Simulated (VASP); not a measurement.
Wanted: the native input for a VASP 6.6.1 run.

```yaml
Task: single point
Functional: PBE-based screened hybrid with 25 % exact exchange
Potentials_or_basis: VASP PAW PBE potentials, release 64 (B, P)
Cutoff: 520 eV
k_mesh: 5 × 5 × 5
Occupations: fermi-dirac, width 0.05 eV
Spin: no spin polarisation
Dipole_correction: no
Grid_for_exact_exchange_PRECFOCK: Normal
Share_of_exact_exchange: 0.25
Further_INCAR_settings: ALGO = Normal; EDIFF = 1e-07; NBANDS = 12
Screening_parameter: 0.4 1/Å
```

B2P:

```xyz
3
Lattice="1.5151 0.8748 3.9249 -1.5151 0.8748 3.9249 0.0000 -1.7495 3.9249" Properties=species:S:1:pos:R:3 pbc="T T T"
B     0.0000    0.0000    5.0553
B     0.0000    0.0000    6.7193
P     0.0000    0.0000    0.0000
```

One way to write it, as run:

POSCAR

```
B2P
1.0
    1.5151200000      0.8747500000      3.9248800000
   -1.5151200000      0.8747500000      3.9248800000
    0.0000000000     -1.7495000000      3.9248800000
B P
2 1
Direct
    0.4293400000      0.4293400000      0.4293400000
    0.5706600000      0.5706600000      0.5706600000
    0.0000000000      0.0000000000      0.0000000000
```

INCAR.step1

```
SYSTEM = B2P
ALGO = Normal
EDIFF = 1E-5
ENCUT = 520
GGA = PE
ISIF = 2
ISMEAR = -1
LASPH = .TRUE.
LCHARG = .FALSE.
LREAL = .FALSE.
LWAVE = .TRUE.
NBANDS = 12
NELM = 80
PREC = Accurate
SIGMA = 0.05
```

INCAR.step2

```
SYSTEM = B2P
AEXX = 0.25
ALGO = Normal
EDIFF = 1E-7
ENCUT = 520
GGA = PE
HFSCREEN = 0.4
ISIF = 2
ISMEAR = -1
ISTART = 1
LASPH = .TRUE.
LCHARG = .FALSE.
LHFCALC = .TRUE.
LREAL = .FALSE.
LWAVE = .FALSE.
NBANDS = 12
NELM = 80
PREC = Accurate
PRECFOCK = Normal
SIGMA = 0.05
```

KPOINTS

```
k-points
0
G
  5 5 5
  0 0 0
```

Potentials or basis: VASP PAW PBE potentials, release 64 (B, P).

Command:

```bash
$ cat potpaw_PBE.64/B/POTCAR potpaw_PBE.64/P/POTCAR > POTCAR
$ cp INCAR.step1 INCAR
$ mpirun -np 1 vasp_std > vasp.out
$ cp INCAR.step2 INCAR
$ mpirun -np 1 vasp_std > vasp.out
```

It gave:

The pressure is -1.8 GPa, the largest force is 0.189 eV/Å and the band gap on the k mesh is zero (an odd number of electrons rules out a gap without spin polarisation).

Caveat: the k points lie up to 0.49 Å⁻¹ apart, too coarse for converged energies and pressures of a metal; the PAW data sets were made with another functional, which shifts forces and pressure a little; an odd number of electrons without spin polarisation forces a metal; a magnetic or distorted state may lie lower.

It took 7.7 min on 1 thread of Intel(R) Xeon(R) Platinum 8488C (Sapphire Rapids) (shared host), peak memory 0.27 GiB.
